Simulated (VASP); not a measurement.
# CdI2 (P-3m1) in VASP: a series of runs

CdI2 is run at these levels: PBE+D3(BJ); tasks: relaxation of shape and atoms at fixed volume.

Program: VASP 6.6.1. These are calculated values, not measurements. Logs are shortened: lines on timing, memory, paths and dates and some standing lists are left out, and cuts for length are marked.

## 1. The cell of the first run

The structure is trigonal, space group P-3m1 (No. 164). The conventional cell has a = 4.311 Å, b = 4.311 Å, c = 7.011 Å, α = 90.00°, β = 90.00°, γ = 120.00°. Within 4.0 Å of Cd (site symmetry -3m) lie 6 I at 3.04 Å. I (site symmetry 3m) has 3 Cd at 3.04 Å within 4.0 Å.

## 2. Relaxation of shape and atoms at fixed volume, PBE+D3(BJ) (37.60 Å³/atom)

Contents of INCAR:

```
PREC     = Accurate       # precision mode
ENCUT    = 500            # plane-wave cutoff, eV
EDIFF    = 1E-7           # SCF threshold, eV
ISMEAR   = 0              # smearing method
SIGMA    = 0.02           # smearing width, eV
LREAL    = F              # projectors in reciprocal space
LASPH    = T              # aspherical terms in the spheres
NELM     = 120            # most SCF steps
ALGO     = Normal         # electronic algorithm
ISIF     = 4              # what is computed and relaxed
LWAVE    = F              # write WAVECAR
LCHARG   = F              # write CHGCAR
GGA      = PE             # functional
IVDW     = 12             # dispersion correction
IBRION   = 2              # ionic algorithm
NSW      = 50             # ionic steps
EDIFFG   = -0.01          # ionic threshold
GGA_COMPAT= F            
NELMIN   = 4
```

Contents of KPOINTS:

```
regular mesh
0
Gamma
  6 6 4
```

Contents of POSCAR:

```
CdI2
1.0
    4.3105108792      0.0000000000      0.0000000000
   -2.1552554396      3.7330119247      0.0000000000
    0.0000000000      0.0000000000      7.0108548644
Cd I
1 2
Direct
    0.0000000000      0.0000000000      0.0000000000
    0.3333333333      0.6666666667      0.2486085126
    0.6666666667      0.3333333333      0.7513914874
```

Potentials or basis: VASP PAW PBE potentials, release 64 (Cd, I).

Run with:

```bash
> cat potpaw_PBE.64/Cd/POTCAR potpaw_PBE.64/I/POTCAR > POTCAR
> mpirun -np 1 vasp_std > vasp.out
```

OUTCAR:

```text
PREC = Accurate
   ENCUT = 500
   EDIFF = 1E-7
   ISMEAR = 0
   LREAL = F
   LASPH = T
   NELM = 120
   ISIF = 4
   GGA = PE
   IVDW = 12
   IBRION = 2
   NSW = 50
   EDIFFG = -0.01
   NELMIN = 4
 IVDW          = 12

 ion  position               nearest neighbor table
   1  0.000  0.000  0.000-   2 3.04   3 3.04   3 3.04   2 3.04   3 3.04   2 3.04
   2  0.333  0.667  0.249-   1 3.04   1 3.04   1 3.04
   3  0.667  0.333  0.751-   1 3.04   1 3.04   1 3.04

  LATTYP: Found a hexagonal cell.
 ALAT       =     4.3105108792
 C/A-ratio  =     1.6264556710

  Lattice vectors:

 A1 = (   4.3105108792,   0.0000000000,   0.0000000000)
 A2 = (  -2.1552554396,   3.7330119247,   0.0000000000)
 A3 = (   0.0000000000,   0.0000000000,   7.0108548644)

Analysis of symmetry for initial positions (statically):
=====================================================================
 Subroutine PRICEL returns:
 Original cell was already a primitive cell.

 Routine SETGRP: Setting up the symmetry group for a
 hexagonal supercell.

 Subroutine GETGRP returns: Found 12 space group operations
 (whereof 12 operations were pure point group operations)
 out of a pool of 24 trial point group operations.

The static configuration has the point symmetry D_3d.

Analysis of symmetry for dynamics (positions and initial velocities):
=====================================================================
 Subroutine PRICEL returns:
 Original cell was already a primitive cell.

 Routine SETGRP: Setting up the symmetry group for a
 hexagonal supercell.

 Subroutine GETGRP returns: Found 12 space group operations
 (whereof 12 operations were pure point group operations)
 out of a pool of 24 trial point group operations.

The dynamic configuration has the point symmetry D_3d.

 Subroutine INISYM returns: Found 12 space group operations
 (whereof 12 operations are pure point group operations),
 and found     1 'primitive' translations

----------------------------------------------------------------------------------------

                                     Primitive cell

  volume of cell :     112.8130

  direct lattice vectors                    reciprocal lattice vectors
     4.310510879  0.000000000  0.000000000     0.231991063  0.133940103  0.000000000
    -2.155255440  3.733011925  0.000000000     0.000000000  0.267880205  0.000000000
     0.000000000  0.000000000  7.010854864     0.000000000  0.000000000  0.142635958

  length of vectors
     4.310510879  4.310510879  7.010854864     0.267880205  0.267880205  0.142635958

  position of ions in fractional coordinates (direct lattice)
     0.000000000  0.000000000  0.000000000
     0.333333333  0.666666667  0.248608513
     0.666666667  0.333333333  0.751391487

  ion indices of the primitive-cell ions
   primitive index   ion index
                 1           1
                 2           2
                 3           3

----------------------------------------------------------------------------------------

 KPOINTS: regular mesh

Automatic generation of k-mesh.
 Grid dimensions read from file:
 generate k-points for:    6    6    4

 Generating k-lattice:

  Cartesian coordinates                     Fractional coordinates (reciprocal lattice)
     0.038665177  0.022323350  0.000000000     0.166666667 -0.000000000  0.000000000
     0.000000000  0.044646701  0.000000000     0.000000000  0.166666667  0.000000000
     0.000000000  0.000000000  0.035658990     0.000000000  0.000000000  0.250000000

  Length of vectors
     0.044646701  0.044646701  0.035658990

  Shift w.r.t. Gamma in fractional coordinates (k-lattice)
     0.000000000  0.000000000  0.000000000

 Subroutine IBZKPT returns following result:
 ===========================================

 Found     24 irreducible k-points:

 Following reciprocal coordinates:
            Coordinates               Weight
  0.000000  0.000000  0.000000      1.000000
  0.166667  0.000000  0.000000      6.000000
  0.333333 -0.000000  0.000000      6.000000
  0.500000 -0.000000  0.000000      3.000000
  0.166667  0.166667  0.000000      6.000000
  0.333333  0.166667  0.000000     12.000000
[... 16 lines left out ...]
  0.333333  0.166667  0.500000     12.000000
  0.333333  0.333333  0.500000      2.000000
   k-points           NKPTS =     24   k-points in BZ     NKDIM =     24   number of bands    NBANDS=     17
   number of dos      NEDOS =    301   number of ions     NIONS =      3
   total plane-waves  NPLWV =  55296
   dimension x,y,z NGX =    32 NGY =   32 NGZ =   54
   dimension x,y,z NGXF=    64 NGYF=   64 NGZF=  108
   ions per type =               1   2
   NGX,Y,Z   is equivalent  to a cutoff of  12.34, 12.34, 12.80 a.u.
   NGXF,Y,Z  is equivalent  to a cutoff of  24.68, 24.68, 25.61 a.u.
 SYSTEM =  unknown system
   PREC   = accura    normal or accurate (medium, high low for compatibility)
   ISTART =      0    job   : 0-new  1-cont  2-samecut
   ICHARG =      2    charge: 1-file 2-atom 10-const
   ISPIN  =      1    spin polarized calculation?
   LNONCOLLINEAR =      F non collinear calculations
   LSORBIT =      F    spin-orbit coupling
   LASPH  =      T    aspherical Exc in radial PAW
   ENCUT  =  500.0 eV  36.75 Ry    6.06 a.u.   7.86  7.86 12.78*2*pi/ulx,y,z
   NELM   =    120;   NELMIN=  4; NELMDL= -5     # of ELM steps
   EDIFF  = 0.1E-06   stopping-criterion for ELM
   LREAL  =      F    real-space projection
   EDIFFG = -.1E-01   stopping-criterion for IOM
   NSW    =     50    number of steps for IOM
   IBRION =      2    ionic relax: 0-MD 1-quasi-New 2-CG
   NFREE  =      1    steps in history (QN), initial steepest desc. (CG)
   ISIF   =      4    stress and relaxation
   ISYM   =      2    0-nonsym 1-usesym 2-fastsym
   POTIM  = 0.5000    time-step for ionic-motion
   TEBEG  =    0.0;   TEEND  =   0.0 temperature during run
   PSTRESS=    0.0 pullay stress
   NELECT =      26.0000    total number of electrons
   NUPDOWN=      -1.0000    fix difference up-down
   EMIN   =  10.00;   EMAX   =-10.00  energy-range for DOS
   EFERMI =   0.00;   METHOD = LEGACY
   ISMEAR =     0;   SIGMA  =   0.02  broadening in eV -4-tet -1-fermi 0-gaus
   EFERMI_NEDOS =   21; number of points for ismear=-14 and -15
   IALGO  =     38    algorithm
   IMIX   =      4    mixing-type and parameters
     AMIX     =   0.40;   BMIX     =  1.00
     AMIX_MAG =   1.60;   BMIX_MAG =  1.00
  volume/ion in A,a.u.               =      37.60       253.77
  Fermi-wavevector in a.u.,A,eV,Ry     =   1.003721  1.896757 13.707263  1.007455
  Thomas-Fermi vector in A             =   2.136291
   LORBIT       =      0    0 simple, 1 ext, 2 COOP (PROOUT), +10 PAW based schemes
   GGA     = PE    functional components
   LHFCALC =     F    Hartree Fock is set to
   AEXX    =    0.0000 exact exchange contribution
   IVDW    =    12    specifies the selected vdW correction
   LEPSILON=     F    determine dielectric tensor
   LRPA    =     F    only Hartree local field effects (RPA)
 conjugate gradient relaxation of ions
 non-spin polarized calculation
 Gauss-broadening in eV      SIGMA  =   0.02
  energy-cutoff  :      500.00
  volume of cell :      112.81
 maximum number of plane-waves:      2898
   NGX = 15   NGY = 15   NGZ = 25

--------------------------------------- Ionic step        1  -------------------------------------------

 number of electron      26.0000003 magnetization

 Free energy of the ion-electron system (eV)
  ---------------------------------------------------
  ext. energy  EPLUGINS =         0.00000000
  ---------------------------------------------------
  free energy    TOTEN  =        -5.52383582 eV

  energy without entropy =       -5.52383582  energy(sigma->0) =       -5.52383582

------------------------ aborting loop because EDIFF is reached ----------------------------------------

 Edisp (eV)   -0.94350

 E8    (eV) :    -0.4228

  FORCE on cell =-STRESS in cart. coord.  units (eV):
  Direction    XX          YY          ZZ          XY          YZ          ZX
  --------------------------------------------------------------------------------------
  -------------------------------------------------------------------------------------
  Total      -0.84898    -0.84898    -0.79611    -0.00000     0.00000    -0.00000
  in kB     -12.05730   -12.05730   -11.30639    -0.00000     0.00000    -0.00000
  external pressure =      -11.81 kB  Pullay stress =        0.00 kB

 VOLUME and BASIS-vectors are now :
 -----------------------------------------------------------------------------
  energy-cutoff  :      500.00
  volume of cell :      112.81
      direct lattice vectors                 reciprocal lattice vectors
     4.310510879  0.000000000  0.000000000     0.231991063  0.133940103  0.000000000
    -2.155255440  3.733011925  0.000000000     0.000000000  0.267880205  0.000000000
     0.000000000  0.000000000  7.010854864     0.000000000  0.000000000  0.142635958

 POSITION                                       TOTAL-FORCE (eV/Angst)
 -----------------------------------------------------------------------------------
      0.00000      0.00000      0.00000         0.000000      0.000000      0.000000
     -0.00000      2.48867      1.74296        -0.000000      0.000000     -0.128890
      2.15526      1.24434      5.26790         0.000000      0.000000      0.128890
 -----------------------------------------------------------------------------------
    total drift:                                0.000000      0.000000     -0.000000
[... 148 lines left out ...]
 VOLUME and BASIS-vectors are now :
 -----------------------------------------------------------------------------
  energy-cutoff  :      500.00
  volume of cell :      112.81
      direct lattice vectors                 reciprocal lattice vectors
     4.296910740 -0.000000000 -0.000000000     0.232725337  0.134364036 -0.000000000
    -2.148455370  3.721233859  0.000000000    -0.000000000  0.268728072 -0.000000000
    -0.000000000  0.000000000  7.055305168     0.000000000 -0.000000000  0.141737313

 POSITION                                       TOTAL-FORCE (eV/Angst)
 -----------------------------------------------------------------------------------
     -2.14846      3.72123      0.00000        -0.000000     -0.000000      0.000000
     -0.00000      2.48082      1.72228        -0.000000      0.000000      0.005587
      2.14846      1.24041      5.33303         0.000000     -0.000000     -0.005587
 -----------------------------------------------------------------------------------
    total drift:                                0.000000      0.000000      0.000000

  FREE ENERGIE OF THE ION-ELECTRON SYSTEM (eV)
  ---------------------------------------------------
  free  energy   TOTEN  =        -6.4717839285 eV

  energy  without entropy=       -6.4717839285  energy(sigma->0) =       -6.47178393

--------------------------------------- Ionic step        6  -------------------------------------------

 number of electron      26.0000004 magnetization

 Free energy of the ion-electron system (eV)
  ---------------------------------------------------
  ext. energy  EPLUGINS =         0.00000000
  ---------------------------------------------------
  free energy    TOTEN  =        -5.52733349 eV

  energy without entropy =       -5.52733349  energy(sigma->0) =       -5.52733349

 E-fermi :   1.6329     XC(G=0):  -8.3110

 val. band max:        1.5272969057   @ k =   0.1667   0.0000   0.2500
 cond. band min:       3.8897807901   @ k =   0.5000  -0.0000   0.5000
 fundamental gap:      2.3624838844
 Fermi energy:         1.6328524456

 k-point     1 :       0.0000    0.0000    0.0000
  band No.  band energies     occupation
      1     -10.4023      2.00000
      2      -9.7946      2.00000
      3      -5.9820      2.00000
      4      -5.9820      2.00000
      5      -5.8719      2.00000
      6      -5.8007      2.00000
[... 9 lines left out ...]
     16       7.8577      0.00000
     17       7.8577      0.00000

 k-point     2 :       0.1667    0.0000    0.0000
  band No.  band energies     occupation
      1     -10.2801      2.00000
      2      -9.7746      2.00000
      3      -5.9649      2.00000
      4      -5.9251      2.00000
      5      -5.8471      2.00000
      6      -5.8052      2.00000
[... 9 lines left out ...]
     16       7.3534      0.00000
     17       8.1564      0.00000
[... 455 lines left out ...]
 VOLUME and BASIS-vectors are now :
 -----------------------------------------------------------------------------
  energy-cutoff  :      500.00
  volume of cell :      112.81
      direct lattice vectors                 reciprocal lattice vectors
     4.287102104 -0.000000000 -0.000000000     0.233257799  0.134671453  0.000000000
    -2.143551052  3.712739331  0.000000000    -0.000000000  0.269342906 -0.000000000
    -0.000000000  0.000000000  7.087626343     0.000000000 -0.000000000  0.141090959

 POSITION                                       TOTAL-FORCE (eV/Angst)
 -----------------------------------------------------------------------------------
      0.00000      0.00000     -0.00000        -0.000000      0.000000      0.000000
     -0.00000      2.47516      1.72804        -0.000000      0.000000      0.001232
      2.14355      1.23758      5.35958         0.000000     -0.000000     -0.001232
 -----------------------------------------------------------------------------------
    total drift:                               -0.000000     -0.000000     -0.000000

  FREE ENERGIE OF THE ION-ELECTRON SYSTEM (eV)
  ---------------------------------------------------
  free  energy   TOTEN  =        -6.4720351631 eV

  energy  without entropy=       -6.4720351631  energy(sigma->0) =       -6.47203516

 reached required accuracy - stopping structural energy minimisation
```

Wall time 2 min (1 thread of Intel Xeon Platinum 8488C (Sapphire Rapids), shared host); peak memory 0.25 GiB.

What came out:

| Property | Result |
| --- | --- |
| Free energy | -6.4720 eV |
| Energy gained by relaxing | 1.6 meV/atom |
| Ionic steps | 6 |
| Pressure after relaxing | -0.7 GPa |
| Band gap on the k mesh | 2.36 eV (least direct gap 2.52 eV) |
| Dispersion energy per atom | -0.315 eV |

The path:
| step | energy change (eV) | largest force (eV/Å) | pressure (GPa) | volume (Å³) |
| --- | --- | --- | --- | --- |
| 1 | 0.0000 | 0.1289 | -1.18 | 112.81 |
| 2 | -0.0015 | 0.1007 | -1.09 | 112.81 |
| 3 | -0.0038 | 0.0232 | -0.85 | 112.81 |
| 4 | -0.0040 | 0.0089 | -0.74 | 112.81 |
| 5 | -0.0044 | 0.0056 | -0.71 | 112.81 |
| 6 | -0.0047 | 0.0012 | -0.67 | 112.81 |

Final structure:
```
CELL_PARAMETERS angstrom
4.28710 0.00000 0.00000
-2.14355 3.71274 0.00000
0.00000 0.00000 7.08763
ATOMIC_POSITIONS crystal
Cd 0.00000 0.00000 0.00000
I 0.33333 0.66667 0.24381
I 0.66667 0.33333 0.75619
```

Caveat: spin-orbit coupling is left out, which moves the levels of the heavy elements.

## 3. Relaxation of shape and atoms at fixed volume, PBE+D3(BJ) (39.02 Å³/atom)

This run uses another cell than the first one, of 39.02 Å³/atom.

Contents of INCAR:

```
PREC = Accurate ; ENCUT = 500
EDIFF = 1E-7 ; ISMEAR = 0
SIGMA = 0.02 ; LREAL = F
LASPH = T ; NELM = 120
ALGO = Normal ; ISIF = 4
LWAVE = F ; LCHARG = F
GGA = PE ; IVDW = 12
IBRION = 2 ; NSW = 50
EDIFFG = -0.01 ; GGA_COMPAT = F
NELMIN = 4
```

Contents of KPOINTS:

```
Automatic mesh
0
Gamma
  6 6 4
```

Contents of POSCAR:

```
CdI2
1.0
    4.3413442638      0.0000000000      0.0000000000
   -2.1706721319      3.7597144191      0.0000000000
    0.0000000000      0.0000000000      7.1724385325
Cd I
1 2
Direct
    0.0000000000      0.0000000000      0.0000000000
    0.3333333333      0.6666666667      0.2435007439
    0.6666666667      0.3333333333      0.7564992561
```

Potentials or basis: VASP PAW PBE potentials, release 64 (Cd, I).

Run with:

```bash
> cat potpaw_PBE.64/Cd/POTCAR potpaw_PBE.64/I/POTCAR > POTCAR
> mpirun -np 1 vasp_std > vasp.out
```

OUTCAR:

```text
PREC = Accurate
   ENCUT = 500
   EDIFF = 1E-7
   ISMEAR = 0
   LREAL = F
   LASPH = T
   NELM = 120
   ISIF = 4
   GGA = PE
   IVDW = 12
   IBRION = 2
   NSW = 50
   EDIFFG = -0.01
   NELMIN = 4
 IVDW          = 12

 ion  position               nearest neighbor table
   1  0.000  0.000  0.000-   2 3.05   3 3.05   3 3.05   2 3.05   3 3.05   2 3.05
   2  0.333  0.667  0.244-   1 3.05   1 3.05   1 3.05
   3  0.667  0.333  0.756-   1 3.05   1 3.05   1 3.05

  LATTYP: Found a hexagonal cell.
 ALAT       =     4.3413442638
 C/A-ratio  =     1.6521238807

  Lattice vectors:

 A1 = (   4.3413442638,   0.0000000000,   0.0000000000)
 A2 = (  -2.1706721319,   3.7597144191,   0.0000000000)
[... 169 lines left out ...]

 number of electron      26.0000013 magnetization

 Free energy of the ion-electron system (eV)
  ---------------------------------------------------
  ext. energy  EPLUGINS =         0.00000000
  ---------------------------------------------------
  free energy    TOTEN  =        -5.53340666 eV

  energy without entropy =       -5.53340666  energy(sigma->0) =       -5.53340666

------------------------ aborting loop because EDIFF is reached ----------------------------------------

 Edisp (eV)   -0.90805

 E8    (eV) :    -0.4069
[... 196 lines left out ...]
--------------------------------------- Ionic step        6  -------------------------------------------

 number of electron      26.0000003 magnetization

 Free energy of the ion-electron system (eV)
  ---------------------------------------------------
  ext. energy  EPLUGINS =         0.00000000
  ---------------------------------------------------
  free energy    TOTEN  =        -5.54051484 eV

  energy without entropy =       -5.54051484  energy(sigma->0) =       -5.54051484

 E-fermi :   1.3499     XC(G=0):  -8.1137

 val. band max:        1.2102982418   @ k =   0.1667  -0.0000   0.2500
 cond. band min:       3.5919422584   @ k =   0.5000  -0.0000   0.5000
 fundamental gap:      2.3816440166
 Fermi energy:         1.3499154955

 k-point     1 :       0.0000    0.0000    0.0000
  band No.  band energies     occupation
      1     -10.6437      2.00000
      2     -10.0863      2.00000
      3      -6.2679      2.00000
      4      -6.2679      2.00000
      5      -6.1575      2.00000
      6      -6.0898      2.00000
[... 503 lines left out ...]
  FREE ENERGIE OF THE ION-ELECTRON SYSTEM (eV)
  ---------------------------------------------------
  free  energy   TOTEN  =        -6.4512184938 eV

  energy  without entropy=       -6.4512184938  energy(sigma->0) =       -6.45121849

 reached required accuracy - stopping structural energy minimisation
```

Run time: 2.2 min. Hardware: 1 thread of Intel Xeon Platinum 8488C (Sapphire Rapids), shared host; peak memory 0.26 GiB.

What came out:

```
Free energy                : -6.4512 eV
Energy gained by relaxing  : 3.3 meV/atom
Ionic steps                : 6
Pressure after relaxing    : -0.9 GPa
Band gap on the k mesh     : 2.38 eV (least direct gap 2.51 eV)
Dispersion energy per atom : -0.304 eV
```

Forces in eV/Å, atoms in the order of the input:
```
Cd   0.000  0.000  0.000
I    0.000  0.000  0.003
I    0.000  0.000 -0.003
```

The path:
| step | energy change (eV) | largest force (eV/Å) | pressure (GPa) | volume (Å³) |
| --- | --- | --- | --- | --- |
| 1 | 0.0000 | 0.1730 | -1.63 | 117.07 |
| 2 | -0.0027 | 0.1386 | -1.52 | 117.07 |
| 3 | -0.0075 | 0.0323 | -1.17 | 117.07 |
| 4 | -0.0080 | 0.0160 | -1.00 | 117.07 |
| 5 | -0.0092 | 0.0107 | -0.95 | 117.07 |
| 6 | -0.0098 | 0.0030 | -0.88 | 117.07 |

Final structure:
```cif
data_structure
_symmetry_space_group_name_H-M 'P 1'
_symmetry_Int_Tables_number 1
_cell_length_a 4.3025
_cell_length_b 4.3025
_cell_length_c 7.3026
_cell_angle_alpha 90.000
_cell_angle_beta 90.000
_cell_angle_gamma 120.000
_cell_volume 117.07
loop_
_atom_site_label
_atom_site_type_symbol
_atom_site_fract_x
_atom_site_fract_y
_atom_site_fract_z
_atom_site_occupancy
Cd1 Cd 0.00000 0.00000 0.00000 1
I1 I 0.33333 0.66667 0.23639 1
I2 I 0.66667 0.33333 0.76361 1
```

Caveat: spin-orbit coupling is left out, which moves the levels of the heavy elements.
